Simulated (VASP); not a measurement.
**GaN: single point with PBE**

GaN:

```xyz
4
Lattice="3.3708 0.0000 0.0000 -1.6854 2.7540 0.0000 0.0000 0.0000 5.1660" Properties=species:S:1:pos:R:3 pbc="T T T"
Ga    0.0000    1.8360    0.0000
Ga    1.6854    0.9180    2.5830
N     0.0000    1.8360    1.9373
N     1.6854    0.9180    4.5203
```

This cell differs from its parent crystal: strain +0.0600 x Voigt [1, 0, 0, 0, 0, 0].

```yaml
Program: VASP 6.6.1
Task: single point
Functional: PBE
Potentials_or_basis: VASP PAW PBE potentials, release 64 (Ga_d, N)
Cutoff: 520 eV
k_mesh: 12 × 12 × 6
Occupations: gaussian, width 0.05 eV
Spin: no spin polarisation
```

```
Pressure               : -2.3 GPa
Largest force          : 0.557 eV/Å
Band gap on the k mesh : 1.51 eV, direct
```

Forces in eV/Å, atoms in the order of the input:
```
Ga   0.000 -0.338 -0.357
Ga   0.000  0.338 -0.357
N    0.000 -0.427  0.357
N    0.000  0.427  0.357
```

Stress tensor (GPa, compression positive):
```
-13.46   0.00   0.00
  0.00   1.36   0.00
  0.00   0.00   5.14
```

Levels at points of the mesh, in eV from the valence-band top:
```tsv
k point	band 14	band 15	band 16	band 17	band 18	band 19	band 20	band 21	band 22	band 23
(0.00, 0.00, 0.00)	-1.27	-1.10	-0.18	-0.07	0.00	1.51	3.55	8.90	9.01	9.86
(0.50, 0.00, 0.00)	-5.02	-4.21	-2.59	-2.14	-0.80	4.99	5.37	5.99	7.99	10.21
(0.00, 0.50, 0.00)	-5.06	-3.92	-3.10	-2.22	-1.19	4.04	4.79	6.22	8.48	9.33
(0.00, 0.00, 0.50)	-3.73	-0.74	-0.74	-0.55	-0.55	3.72	3.72	8.30	8.30	9.40
(0.50, 0.00, 0.50)	-6.44	-1.86	-1.86	-1.71	-1.71	4.35	4.35	7.50	7.50	9.59
(0.00, 0.50, 0.50)	-6.32	-2.23	-2.23	-1.73	-1.73	3.92	3.92	7.46	7.46	9.71
```

Wall time 5.8 min on 1 thread of AMD EPYC 7R13 (shared host), peak memory 0.27 GiB.

Caveat: the cell differs from its parent crystal (strain +0.0600 x Voigt [1, 0, 0, 0, 0, 0]).
